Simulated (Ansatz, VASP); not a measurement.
## Na in VASP and in Ansatz

File INCAR:

```
ALGO = Normal
EDIFF = 1E-6
EDIFFG = -0.02
ENCUT = 600
GGA = PS
IBRION = 2
ISIF = 3
ISMEAR = -1
LASPH = T
LCHARG = F
LREAL = F
LWAVE = F
NELM = 80
NSW = 80
PREC = Accurate
SIGMA = 0.05
```

KPOINTS

```
k-points
0
Gamma
  9 9 9
```

Contents of POSCAR:

```
Na
1.0
   -2.1410000000      2.1410000000      2.1410000000
    2.1410000000     -2.1410000000      2.1410000000
    2.1410000000      2.1410000000     -2.1410000000
Na
1
Direct
    0.0000000000      0.0000000000      0.0000000000
```

File input.yaml:

```yaml
crystal:
  lattice:
    - [-2.141, 2.141, 2.141]
    - [2.141, -2.141, 2.141]
    - [2.141, 2.141, -2.141]
  atoms:
    - { symbol: Na, position: [0.0, 0.0, 0.0] }
kpoints:
  mp_grid: { grid: [9, 9, 9] }
scf:
  occupations: { method: fermi_dirac, width: 0.05 }
hamiltonian:
  xc: pbesol
  pseudopotentials: { kind: all_electron, lapw: { basis_error: 0.001 } }
output:
  forces: true
  stress: true
relax:
  f_tol: 0.02
  max_steps: 60
  cell: {}
```

Alike in both runs: task relaxation of cell and atoms; functional PBEsol; k mesh 9 × 9 × 9; occupations fermi-dirac, width 0.05 eV; no spin polarisation.

|  | VASP | Ansatz |
| --- | --- | --- |
| version | VASP 6.6.1 | Ansatz 0.2.0 |
| potentials or method | VASP PAW PBE potentials, release 64 (Na_pv), cutoff 600 eV | all-electron LAPW, scalar-relativistic |

VASP gave:

| Property | Result |
| --- | --- |
| relaxed volume (Å³/atom) | 36.18 |
| relaxed cell length with the largest relative difference (Å) | 3.609 |

Q: Estimate Ansatz's values.

A: Relaxed volume (Å³/atom): 36.21; relaxed cell length with the largest relative difference (Å): 3.610.

VASP's potentials were made for PBE, not for PBEsol. Ansatz ran all-electron here, and VASP with PAW potentials.
